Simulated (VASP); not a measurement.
Write the native input for VASP 6.6.1 that does the following.

```yaml
Task: single point
Functional: PBE
Potentials_or_basis: VASP PAW PBE potentials, release 64 (Si, O)
Cutoff: 520 eV
k_mesh: 6 × 6 × 6
Occupations: gaussian, width 0.05 eV
Spin: no spin polarisation
Dipole_correction: no
Further_INCAR_settings: ALGO = Normal; EDIFF = 1e-06; NBANDS = 25
```

The structure of SiO2 lies in POSCAR:

```
SiO2
1.0
   -2.5133692696      2.5133692696      3.6893906705
    2.5133692696     -2.5133692696      3.6893906705
    2.5133692696      2.5133692696     -3.6893906705
Si O
2 4
Direct
    0.0000000000      0.0000000000      0.0000000000
    0.7500000000      0.2500000000      0.5000000000
    0.9147905215      0.6250000000      0.7897905215
    0.3750000000      0.1647905215      0.2897905215
    0.8352094785      0.1250000000      0.2102094785
    0.8750000000      0.0852094785      0.7102094785
```

This cell differs from its parent crystal: atoms displaced along a vibrational mode.

The input as run:

INCAR

```
SYSTEM = SiO2
ALGO     = Normal         ! electronic algorithm
EDIFF    = 1E-6           ! SCF threshold, eV
ENCUT    = 520            ! plane-wave cutoff, eV
GGA      = PE             ! functional
ISIF     = 2              ! what is computed and relaxed
ISMEAR   = 0              ! smearing method
LASPH    = .True.         ! aspherical terms in the spheres
LCHARG   = .False.        ! write CHGCAR
LREAL    = .False.        ! projectors in reciprocal space
LWAVE    = .False.        ! write WAVECAR
NBANDS   = 25             ! bands
NELM     = 100            ! most SCF steps
PREC     = Accurate       ! precision mode
SIGMA    = 0.05           ! smearing width, eV
```

KPOINTS

```
k-points
0
Gamma
  6 6 6
  0 0 0
```

Potentials or basis: VASP PAW PBE potentials, release 64 (Si, O).

Run with:

```sh
$ cat potpaw_PBE.64/Si/POTCAR potpaw_PBE.64/O/POTCAR > POTCAR
$ mpirun -np 1 vasp_std > vasp.out
```

It gave:

```yaml
Pressure: 15.1 GPa
Largest_force: 0.544 eV/Å
Band_gap_on_the_k_mesh: 5.71 eV
```

Caveat: the cell differs from its parent crystal (atoms displaced along a vibrational mode); the cell stands under pressure.

Wall time 100 s on 1 thread of Intel Xeon 8259CL, with other jobs on the host, peak memory 0.25 GiB.
